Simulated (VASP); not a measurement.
Write the native input for VASP 6.6.1 that does the following.

* Task: single point
* Functional: HSE06
* Potentials or basis: VASP PAW PBE potentials, release 64 (Mn_pv, S)
* Cutoff: 520 eV
* k mesh: 5 × 5 × 5
* Occupations: fermi-dirac, width 0.05 eV
* Spin: collinear spin, ferromagnetic start
* Starting moments: [4.0, 0.0] μB
* Dipole correction: no
* Grid for exact exchange (PRECFOCK): Normal
* Further INCAR settings: ALGO = Normal; EDIFF = 1e-06; NBANDS = 20
* Share of exact exchange: 0.25
* Screening parameter: 0.2079 1/Å

MnS:

```
Mn S
1.0
     0.00000    2.60450    2.60450
     2.60450    0.00000    2.60450
     2.60450    2.60450    0.00000
Mn S
1 1
Direct
  0.00000 0.00000 0.00000
  0.50000 0.50000 0.50000
```

The input as run:

POSCAR

```
MnS
1.0
    0.0000000000      2.6045000000      2.6045000000
    2.6045000000      0.0000000000      2.6045000000
    2.6045000000      2.6045000000      0.0000000000
Mn S
1 1
Direct
    0.0000000000      0.0000000000      0.0000000000
    0.5000000000      0.5000000000      0.5000000000
```

INCAR.step1

```
SYSTEM = MnS
PREC = Accurate
ENCUT = 520
EDIFF = 1E-5
ISMEAR = -1
SIGMA = 0.05
LREAL = .FALSE.
LASPH = .TRUE.
NELM = 150
ALGO = Normal
ISIF = 2
LWAVE = .TRUE.
ISPIN = 2
MAGMOM = 4 0
LORBIT = 11
LMAXMIX = 4
NBANDS = 20
GGA = PE
```

INCAR.step2

```
SYSTEM = MnS
PREC = Accurate
ENCUT = 520
EDIFF = 1E-6
ISMEAR = -1
SIGMA = 0.05
LREAL = .FALSE.
LASPH = .TRUE.
NELM = 150
ALGO = Normal
ISIF = 2
LWAVE = .FALSE.
LCHARG = .TRUE.
ISPIN = 2
MAGMOM = 4 0
LORBIT = 11
LMAXMIX = 4
GGA = PE
LHFCALC = .TRUE.
HFSCREEN = 0.2079
PRECFOCK = Normal
LELF = .TRUE.
LVHAR = .TRUE.
NBANDS = 20
ISTART = 1
```

KPOINTS

```
regular mesh
0
G
  5 5 5
  0 0 0
```

Potentials or basis: VASP PAW PBE potentials, release 64 (Mn_pv, S).

Launch:

```bash
$ cat potpaw_PBE.64/Mn_pv/POTCAR potpaw_PBE.64/S/POTCAR > POTCAR
$ cp INCAR.step1 INCAR
$ mpirun -np 1 vasp_std > vasp.out
$ cp INCAR.step2 INCAR
$ mpirun -np 1 vasp_std > vasp.out
```

It gave:

```yaml
Pressure: 1.9 GPa
Band_gap_on_the_k_mesh: 1.18 eV (least direct gap 3.39 eV)
Net_moment: 5.00 μB per cell
Site_moments: Mn +4.56; S +0.11 μB
Valence_electrons_inside_the_program's_atomic_spheres: Mn 11.26; S 3.80
```

Caveat: the PAW data sets were made with another functional, which shifts forces and pressure a little; an odd mesh through Γ misses points on the zone boundary, where band edges can lie; a cell with one magnetic atom can't hold antiferromagnetic order, which such compounds often take.

Wall time 27 min on 1 thread of AMD EPYC 9R45 96-Core Processor (Zen 5) (shared host), peak memory 0.26 GiB.
